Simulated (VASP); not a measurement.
# LiF (Fm-3m) in VASP: single point with PBE

Aim: the single point of LiF with PBE.

Everything below comes from runs of VASP 6.6.1. Logs are shortened: lines on timing, memory, paths and dates and some standing lists are left out, and cuts for length are marked.

**1. The cell of the first run**

Symmetry: Fm-3m, No. 225, cubic system. Conventional cell: a = 3.973 Å, b = 3.973 Å, c = 3.973 Å, α = 90.00°, β = 90.00°, γ = 90.00°. Within 2.6 Å of Li (site symmetry m-3m) lie 6 F at 1.99 Å. F (site symmetry m-3m) has 6 Li at 1.99 Å within 2.6 Å.

**2. Single point, PBE**

File INCAR:

```
SYSTEM = LiF
PREC = Accurate
ENCUT = 750
EDIFF = 1E-6
ISMEAR = 0
SIGMA = 0.02
LREAL = .False.
LASPH = .True.
NELM = 120
ALGO = Normal
ISIF = 2
LWAVE = .False.
LCHARG = .True.
GGA = PE
LELF = .True.
LVHAR = .True.
NBANDS = 12
GGA_COMPAT = .False.
```

File KPOINTS:

```
regular mesh
0
Gamma
  10 10 10
  0 0 0
```

File POSCAR:

```
LiF
1.0
    0.0000000000      1.9865547229      1.9865547229
    1.9865547229      0.0000000000      1.9865547229
    1.9865547229      1.9865547229      0.0000000000
Li F
1 1
Direct
    0.0000000000      0.0000000000      0.0000000000
    0.5000000000      0.5000000000      0.5000000000
```

Potentials or basis: VASP PAW PBE potentials, release 64 (Li_sv, F).

On the command line:

```
> cat potpaw_PBE.64/Li_sv/POTCAR potpaw_PBE.64/F/POTCAR > POTCAR
> mpirun -np 1 vasp_std > vasp.out
```

OUTCAR:

```text
SYSTEM = LiF
   PREC = Accurate
   ENCUT = 750
   EDIFF = 1E-6
   ISMEAR = 0
   LREAL = .False.
   LASPH = .True.
   NELM = 120
   ISIF = 2
   GGA = PE

 ion  position               nearest neighbor table
   1  0.000  0.000  0.000-   2 1.99   2 1.99   2 1.99   2 1.99   2 1.99   2 1.99
   2  0.500  0.500  0.500-   1 1.99   1 1.99   1 1.99   1 1.99   1 1.99   1 1.99

  LATTYP: Found a face centered cubic cell.
 ALAT       =     3.9731094458

  Lattice vectors:

 A1 = (   0.0000000000,   1.9865547229,   1.9865547229)
 A2 = (   1.9865547229,   0.0000000000,   1.9865547229)
 A3 = (   1.9865547229,   1.9865547229,   0.0000000000)

Analysis of symmetry for initial positions (statically):
=====================================================================
 Subroutine PRICEL returns:
 Original cell was already a primitive cell.

 Routine SETGRP: Setting up the symmetry group for a
 face centered cubic supercell.

 Subroutine GETGRP returns: Found 48 space group operations
 (whereof 48 operations were pure point group operations)
 out of a pool of 48 trial point group operations.

The static configuration has the point symmetry O_h .

Analysis of symmetry for dynamics (positions and initial velocities):
=====================================================================
 Subroutine PRICEL returns:
 Original cell was already a primitive cell.

 Routine SETGRP: Setting up the symmetry group for a
 face centered cubic supercell.

 Subroutine GETGRP returns: Found 48 space group operations
 (whereof 48 operations were pure point group operations)
 out of a pool of 48 trial point group operations.

The dynamic configuration has the point symmetry O_h .

 Subroutine INISYM returns: Found 48 space group operations
 (whereof 48 operations are pure point group operations),
 and found     1 'primitive' translations

----------------------------------------------------------------------------------------

                                     Primitive cell

  volume of cell :      15.6795

  direct lattice vectors                    reciprocal lattice vectors
     0.000000000  1.986554723  1.986554723    -0.251692035  0.251692035  0.251692035
     1.986554723  0.000000000  1.986554723     0.251692035 -0.251692035  0.251692035
     1.986554723  1.986554723  0.000000000     0.251692035  0.251692035 -0.251692035

  length of vectors
     2.809412632  2.809412632  2.809412632     0.435943392  0.435943392  0.435943392

  position of ions in fractional coordinates (direct lattice)
     0.000000000  0.000000000  0.000000000
     0.500000000  0.500000000  0.500000000

  ion indices of the primitive-cell ions
   primitive index   ion index
                 1           1
                 2           2

----------------------------------------------------------------------------------------

 KPOINTS: regular mesh

Automatic generation of k-mesh.
 Grid dimensions read from file:
 generate k-points for:   10   10   10

 Generating k-lattice:

  Cartesian coordinates                     Fractional coordinates (reciprocal lattice)
    -0.025169203  0.025169203  0.025169203     0.100000000  0.000000000  0.000000000
     0.025169203 -0.025169203  0.025169203     0.000000000  0.100000000  0.000000000
     0.025169203  0.025169203 -0.025169203     0.000000000  0.000000000  0.100000000

  Length of vectors
     0.043594339  0.043594339  0.043594339

  Shift w.r.t. Gamma in fractional coordinates (k-lattice)
     0.000000000  0.000000000  0.000000000

 Subroutine IBZKPT returns following result:
 ===========================================

 Found     47 irreducible k-points:

 Following reciprocal coordinates:
            Coordinates               Weight
  0.000000  0.000000  0.000000      1.000000
  0.100000  0.000000  0.000000      8.000000
  0.200000  0.000000  0.000000      8.000000
  0.300000  0.000000  0.000000      8.000000
  0.400000  0.000000  0.000000      8.000000
  0.500000  0.000000  0.000000      4.000000
[... 16 lines left out ...]
  0.300000  0.300000  0.000000      6.000000
  0.400000  0.300000  0.000000     24.000000
 [... further k-points ...]
   k-points           NKPTS =     47   k-points in BZ     NKDIM =     47   number of bands    NBANDS=     12
   number of dos      NEDOS =    301   number of ions     NIONS =      2
   total plane-waves  NPLWV =  21952
   dimension x,y,z NGX =    28 NGY =   28 NGZ =   28
   dimension x,y,z NGXF=    56 NGYF=   56 NGZF=   56
   ions per type =               1   1
   NGX,Y,Z   is equivalent  to a cutoff of  16.57, 16.57, 16.57 a.u.
   NGXF,Y,Z  is equivalent  to a cutoff of  33.14, 33.14, 33.14 a.u.
 SYSTEM =  LiF
   PREC   = accura    normal or accurate (medium, high low for compatibility)
   ISTART =      0    job   : 0-new  1-cont  2-samecut
   ICHARG =      2    charge: 1-file 2-atom 10-const
   ISPIN  =      1    spin polarized calculation?
   LNONCOLLINEAR =      F non collinear calculations
   LSORBIT =      F    spin-orbit coupling
   LASPH  =      T    aspherical Exc in radial PAW
   ENCUT  =  750.0 eV  55.12 Ry    7.42 a.u.   6.27  6.27  6.27*2*pi/ulx,y,z
   NELM   =    120;   NELMIN=  2; NELMDL= -5     # of ELM steps
   EDIFF  = 0.1E-05   stopping-criterion for ELM
   LREAL  =      F    real-space projection
[... 7 lines left out ...]
   TEBEG  =    0.0;   TEEND  =   0.0 temperature during run
   PSTRESS=    0.0 pullay stress
   NELECT =      10.0000    total number of electrons
   NUPDOWN=      -1.0000    fix difference up-down
   EMIN   =  10.00;   EMAX   =-10.00  energy-range for DOS
   EFERMI =   0.00;   METHOD = LEGACY
   ISMEAR =     0;   SIGMA  =   0.02  broadening in eV -4-tet -1-fermi 0-gaus
   EFERMI_NEDOS =   21; number of points for ismear=-14 and -15
   IALGO  =     38    algorithm
   IMIX   =      4    mixing-type and parameters
     AMIX     =   0.40;   BMIX     =  1.00
     AMIX_MAG =   1.60;   BMIX_MAG =  1.00
  volume/ion in A,a.u.               =       7.84        52.91
  Fermi-wavevector in a.u.,A,eV,Ry     =   1.409173  2.662951 27.018020  1.985768
  Thomas-Fermi vector in A             =   2.531256
   LORBIT       =      0    0 simple, 1 ext, 2 COOP (PROOUT), +10 PAW based schemes
   GGA     = PE    functional components
   LHFCALC =     F    Hartree Fock is set to
   AEXX    =    0.0000 exact exchange contribution
   IVDW    =     0    specifies the selected vdW correction
   LEPSILON=     F    determine dielectric tensor
   LRPA    =     F    only Hartree local field effects (RPA)
 non-spin polarized calculation
 Gauss-broadening in eV      SIGMA  =   0.02
  energy-cutoff  :      750.00
  volume of cell :       15.68
 maximum number of plane-waves:       748
 NGX is ok and might be reduce to    28
   NGX = 13   NGY = 13   NGZ = 13

 number of electron      10.0000003 magnetization

 Free energy of the ion-electron system (eV)
  ---------------------------------------------------
  ext. energy  EPLUGINS =         0.00000000
  ---------------------------------------------------
  free energy    TOTEN  =        -9.62794765 eV

  energy without entropy =       -9.62794765  energy(sigma->0) =       -9.62794765

 E-fermi :  -0.6497     XC(G=0): -10.1867

 val. band max:       -0.7733504877   @ k =   0.0000   0.0000   0.0000
 cond. band min:       8.6794290504   @ k =   0.0000   0.0000   0.0000
 fundamental gap:      9.4527795381
 Fermi energy:        -0.6497473554

 k-point     1 :       0.0000    0.0000    0.0000
  band No.  band energies     occupation
      1     -41.5915      2.00000
      2     -20.8614      2.00000
      3      -0.7734      2.00000
      4      -0.7734      2.00000
      5      -0.7734      2.00000
      6       8.6794      0.00000
      7      23.7487      0.00000
      8      23.7487      0.00000
      9      23.7487      0.00000
     10      23.9665      0.00000
     11      23.9665      0.00000
     12      23.9665      0.00000

 k-point     2 :       0.1000    0.0000    0.0000
  band No.  band energies     occupation
      1     -41.5849      2.00000
      2     -20.8199      2.00000
      3      -1.0743      2.00000
      4      -0.7978      2.00000
      5      -0.7978      2.00000
      6       8.9709      0.00000
      7      20.9100      0.00000
      8      22.4095      0.00000
      9      22.4095      0.00000
     10      25.0716      0.00000
     11      25.0716      0.00000
     12      25.1778      0.00000

 k-point     3 :       0.2000    0.0000    0.0000
  band No.  band energies     occupation
      1     -41.5674      2.00000
      2     -20.7083      2.00000
      3      -1.7969      2.00000
      4      -0.8605      2.00000
      5      -0.8605      2.00000
      6       9.6089      0.00000
      7      18.4066      0.00000
      8      20.8667      0.00000
      9      20.8667      0.00000
     10      26.1883      0.00000
     11      26.4490      0.00000
     12      26.4490      0.00000

 k-point     4 :       0.3000    0.0000    0.0000
  band No.  band energies     occupation
      1     -41.5459      2.00000
      2     -20.5643      2.00000
      3      -2.6001      2.00000
      4      -0.9355      2.00000
      5      -0.9355      2.00000
      6      10.1151      0.00000
      7      16.9581      0.00000
      8      19.5778      0.00000
      9      19.5778      0.00000
     10      27.5942      0.00000
     11      28.2009      0.00000
     12      28.2009      0.00000

 k-point     5 :       0.4000    0.0000    0.0000
  band No.  band energies     occupation
      1     -41.5285      2.00000
      2     -20.4423      2.00000
      3      -3.2000      2.00000
      4      -0.9938      2.00000
      5      -0.9938      2.00000
      6      10.2444      0.00000
      7      16.4915      0.00000
      8      18.7462      0.00000
      9      18.7462      0.00000
     10      29.2350      0.00000
     11      30.0413      0.00000
     12      30.0413      0.00000
[... 228 lines left out ...]
      1     -41.5231      2.00000
      2     -20.3681      2.00000
      3      -2.8770      2.00000
      4      -1.9963      2.00000
      5      -1.0321      2.00000
      6      11.4704      0.00000
      7      15.4640      0.00000
      8      19.0079      0.00000
      9      19.1245      0.00000
     10      28.7726      0.00000
     11      28.8833      0.00000
     12      29.3448      0.00000

 k-point    22 :      -0.2000    0.2000    0.0000
  band No.  band energies     occupation
      1     -41.5391      2.00000
      2     -20.4990      2.00000
      3      -2.4517      2.00000
      4      -1.6942      2.00000
      5      -0.8898      2.00000
      6      10.8414      0.00000
      7      16.2180      0.00000
      8      19.5082      0.00000
      9      19.5865      0.00000
     10      26.9896      0.00000
     11      27.4522      0.00000
     12      30.0660      0.00000

 k-point    23 :       0.3000    0.3000    0.0000
  band No.  band energies     occupation
      1     -41.5330      2.00000
      2     -20.4094      2.00000
      3      -2.7758      2.00000
      4      -1.4772      2.00000
      5      -1.4772      2.00000
      6      11.8777      0.00000
      7      17.3985      0.00000
      8      18.6931      0.00000
      9      20.1055      0.00000
     10      20.1055      0.00000
     11      34.5096      0.00000
     12      34.6888      0.00000

 k-point    24 :       0.4000    0.3000    0.0000
  band No.  band energies     occupation
      1     -41.5201      2.00000
      2     -20.2887      2.00000
      3      -3.2198      2.00000
      4      -1.7000      2.00000
      5      -1.5815      2.00000
      6      12.6955      0.00000
      7      16.2768      0.00000
      8      18.1999      0.00000
      9      19.8532      0.00000
     10      20.9219      0.00000
     11      34.1019      0.00000
     12      34.8845      0.00000

 [... further k-points ...]

------------------------ aborting loop because EDIFF is reached ----------------------------------------

  FORCE on cell =-STRESS in cart. coord.  units (eV):
  Direction    XX          YY          ZZ          XY          YZ          ZX
  --------------------------------------------------------------------------------------
  -------------------------------------------------------------------------------------
  Total        0.4655412      0.4655412      0.4655412      0.0000000      0.0000000     -0.0000000
  in kB       47.5704343     47.5704343     47.5704343      0.0000000      0.0000000     -0.0000000
  external PRESSURE =      47.5704343 kB  Pullay stress =       0.0000000 kB

 VOLUME and BASIS-vectors are now :
 -----------------------------------------------------------------------------
  energy-cutoff  :      750.00
  volume of cell :       15.68
      direct lattice vectors                 reciprocal lattice vectors
     0.000000000  1.986554723  1.986554723    -0.251692035  0.251692035  0.251692035
     1.986554723  0.000000000  1.986554723     0.251692035 -0.251692035  0.251692035
     1.986554723  1.986554723  0.000000000     0.251692035  0.251692035 -0.251692035

 POSITION                                       TOTAL-FORCE (eV/Angst)
 -----------------------------------------------------------------------------------
      0.00000      0.00000      0.00000         0.000000      0.000000     -0.000000
      1.98655      1.98655      1.98655        -0.000000     -0.000000      0.000000
 -----------------------------------------------------------------------------------
    total drift:                                0.000000      0.000000      0.000000

  FREE ENERGIE OF THE ION-ELECTRON SYSTEM (eV)
  ---------------------------------------------------
  free  energy   TOTEN  =        -9.6279476476 eV

  energy  without entropy=       -9.6279476476  energy(sigma->0) =       -9.62794765
```

Run time: 14 s. Hardware: 1 thread of Intel Xeon Platinum 8488C (Sapphire Rapids), shared host; peak memory 0.15 GiB.

Results:

* Free energy: -9.6279 eV
* Pressure: 4.8 GPa
* Band gap on the k mesh: 9.45 eV

Levels at points of the mesh, in eV from the valence-band top:
```
           k point  band 3  band 4  band 5  band 6  band 7  band 8
(0.00, 0.00, 0.00)    0.00    0.00    0.00    9.45   24.52   24.52
(0.50, 0.00, 0.00)   -2.65   -0.24   -0.24   11.00   17.22   19.23
(0.50, 0.50, 0.00)   -3.18   -1.06   -1.06   15.20   16.67   17.94
```

Caveat: the cell stands under pressure. A k mesh can miss the band edges.
